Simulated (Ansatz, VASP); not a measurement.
TiGe8Mo3: VASP beside Ansatz

Contents of INCAR:

```
SYSTEM = TiGe8Mo3
PREC = Accurate
ENCUT = 520
EDIFF = 1E-6
ISMEAR = 0
SIGMA = 0.2
LREAL = .False.
LASPH = .True.
NELM = 60
ALGO = Normal
ISIF = 2
LWAVE = .False.
LCHARG = .False.
GGA = PE
NBANDS = 95
```

The input KPOINTS:

```
Automatic mesh
0
Gamma
  4 4 4
  0 0 0
```

POSCAR

```
TiGe8Mo3
1.0
    0.0000000000      0.0000000000      4.9038351000
    4.3599970000     -4.4042360000      0.0000000000
    4.3599970000      4.4042360000      0.0000000000
Ti Ge Mo
1 8 3
Direct
    0.5000000000      0.0000000000      0.0000000000
    0.0000000000      0.8395070000      0.8395070000
    0.5000000000      0.3390270000      0.3390270000
    0.2487030000      0.6637860000      0.1628890000
    0.7512970000      0.1628890000      0.6637860000
    0.2487030000      0.3362140000      0.8371110000
    0.7512970000      0.8371110000      0.3362140000
    0.0000000000      0.1604930000      0.1604930000
    0.5000000000      0.6609730000      0.6609730000
    0.0000000000      0.5000000000      0.5000000000
    0.2671700000      0.0000000000      0.5000000000
    0.7328300000      0.5000000000      0.0000000000
```

Input for Ansatz:

```yaml
crystal:
  lattice:
    - [0.0, 0.0, 4.9038351]
    - [4.359997, -4.404236, 0.0]
    - [4.359997, 4.404236, 0.0]
  atoms:
    - { symbol: Ti, position: [0.5, 0.0, 0.0] }
    - { symbol: Ge, position: [0.0, 0.839507, 0.839507] }
    - { symbol: Ge, position: [0.5, 0.339027, 0.339027] }
    - { symbol: Ge, position: [0.248703, 0.663786, 0.162889] }
    - { symbol: Ge, position: [0.751297, 0.162889, 0.663786] }
    - { symbol: Ge, position: [0.248703, 0.336214, 0.837111] }
    - { symbol: Ge, position: [0.751297, 0.837111, 0.336214] }
    - { symbol: Ge, position: [0.0, 0.160493, 0.160493] }
    - { symbol: Ge, position: [0.5, 0.660973, 0.660973] }
    - { symbol: Mo, position: [0.0, 0.5, 0.5] }
    - { symbol: Mo, position: [0.26717, 0.0, 0.5] }
    - { symbol: Mo, position: [0.73283, 0.5, 0.0] }
basis:
  ecutwfc: 420
kpoints:
  mp_grid: { grid: [4, 4, 4] }
hamiltonian:
  xc: pbe
scf:
  occupations: { method: gaussian, width: 0.2 }
  lower_state_search: "off"
output:
  forces: true
  stress: true
  eigenvalues: true
```

Alike in both runs: task single point; functional PBE; k mesh 4 × 4 × 4; occupations gaussian, width 0.2 eV; no spin polarisation.

|  | VASP | Ansatz |
| --- | --- | --- |
| version | VASP 6.6.1 | Ansatz 0.2.0 |
| potentials or method | VASP PAW PBE potentials, release 64 (Ti_sv, Ge_d, Mo_sv), cutoff 520 eV | scalar-relativistic, plane waves, PAW |
| valence electrons in the cell | 166 | 166 |

```csv
,VASP,Ansatz,Ansatz less VASP
gap on the k mesh at the Fermi level (eV),none,none,-
pressure (GPa),0.2,0.0,-0.22
"traceless stress, the component that is largest in VASP (GPa)",-0.28,-0.29,-0.008
rms of the force components (eV/Å),0.014,0.013,-0.0007
```

Atom by atom the forces differ by 0.002 eV/Å (rms over components). A gap of «none» marks a metal or a gap that the smearing closes.
